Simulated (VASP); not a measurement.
Write the native input for VASP 6.6.1 that does the following.

```yaml
Task: single point
Functional: r2SCAN
Potentials_or_basis: VASP PAW PBE potentials, release 64 (Rh_pv)
Cutoff: 520 eV
k_mesh: 9 × 9 × 18
Occupations: gaussian, width 0.1 eV
Spin: no spin polarisation
Dipole_correction: no
Further_INCAR_settings: ALGO = Normal; EDIFF = 1e-07; NBANDS = 22
```

The system is Rh.

```
Rh
1.0
     3.90727    0.00000    0.00000
     0.00000    3.90727    0.00000
    -1.95364    0.00000    1.85275
Rh
2
Direct
  0.00000 0.00000 0.00000
  0.50000 0.50000 0.00000
```

The input as run:

POSCAR

```
Rh
1.0
    3.9072701548      0.0000000000      0.0000000000
    0.0000000000      3.9072701548      0.0000000000
   -1.9536350774      0.0000000000      1.8527545278
Rh
2
Direct
    0.0000000000      0.0000000000      0.0000000000
    0.5000000000      0.5000000000      0.0000000000
```

INCAR.step1

```
PREC = Accurate ; ENCUT = 520
ISMEAR = 0 ; SIGMA = 0.1
LREAL = False ; LASPH = True
NELM = 60 ; NBANDS = 22
GGA = PE ; ALGO = Normal
EDIFF = 1E-4 ; LWAVE = True
LCHARG = False
```

INCAR.step2

```
PREC = Accurate ; ENCUT = 520
EDIFF = 1E-7 ; ISMEAR = 0
SIGMA = 0.1 ; LREAL = False
LASPH = True ; NELM = 60
ALGO = Normal ; ISIF = 2
LWAVE = False ; LCHARG = False
METAGGA = R2SCAN ; LMIXTAU = True
NBANDS = 22 ; ISTART = 1
```

KPOINTS

```
Automatic mesh
0
Gamma
  9 9 18
```

Potentials or basis: VASP PAW PBE potentials, release 64 (Rh_pv).

The run is started by

```console
$ cat potpaw_PBE.64/Rh_pv/POTCAR > POTCAR
$ cp INCAR.step1 INCAR
$ mpirun -np 1 vasp_std > vasp.out
$ cp INCAR.step2 INCAR
$ mpirun -np 1 vasp_std > vasp.out
```

It gave:

```
Pressure               : -6.5 GPa
Band gap on the k mesh : zero (bands 15 and 16 overlap by 2.22 eV)
```

Caveat: the stress differs along the axes, from -10 to 1 GPa; the PAW data sets were made with another functional, which shifts forces and pressure a little.

Wall time 5 min on 1 thread of Intel(R) Xeon(R) 6975P-C (Granite Rapids), on a shared host, peak memory 0.24 GiB.
